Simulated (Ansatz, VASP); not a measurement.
MgS: VASP beside Ansatz

```
Mg S
1.0
     0.00000    2.56422    2.56422
     2.56422    0.00000    2.56422
     2.56422    2.56422    0.00000
Mg S
1 1
Direct
  0.00000 0.00000 0.00000
  0.50000 0.50000 0.50000
```

Alike in both runs: functional LDA; k mesh 8 × 8 × 8; occupations gaussian, width 0.02 eV; no spin polarisation.

Ansatz relaxed the structure, and its values are those at the end. VASP's run is a single point on that final structure, the one shown.

|  | VASP | Ansatz |
| --- | --- | --- |
| version | VASP 6.6.1 | Ansatz 0.2.0 |
| potentials or method | VASP PAW LDA potentials, release 64 (Mg, S), cutoff 520 eV | scalar-relativistic, plane waves, PAW |
| valence electrons in the cell | 8 | 16 |

Ansatz gave:

| Property | Result |
| --- | --- |
| gap on the k mesh at the Fermi level (eV) | 2.65 |
| least direct gap on the mesh (eV) | 3.83 |
| pressure (GPa) | 0.0 |

**Question.** What did VASP give for the same quantities?

**Answer.** gap on the k mesh at the Fermi level (eV): 2.65; least direct gap on the mesh (eV): 3.84; pressure (GPa): -0.6.

LDA's correlation is that of Perdew and Zunger in VASP and of Perdew and Wang (1992) in Ansatz. VASP's potentials hold 8 valence electrons a cell and Ansatz's 16, so a difference there can come from the potentials and not from the codes.
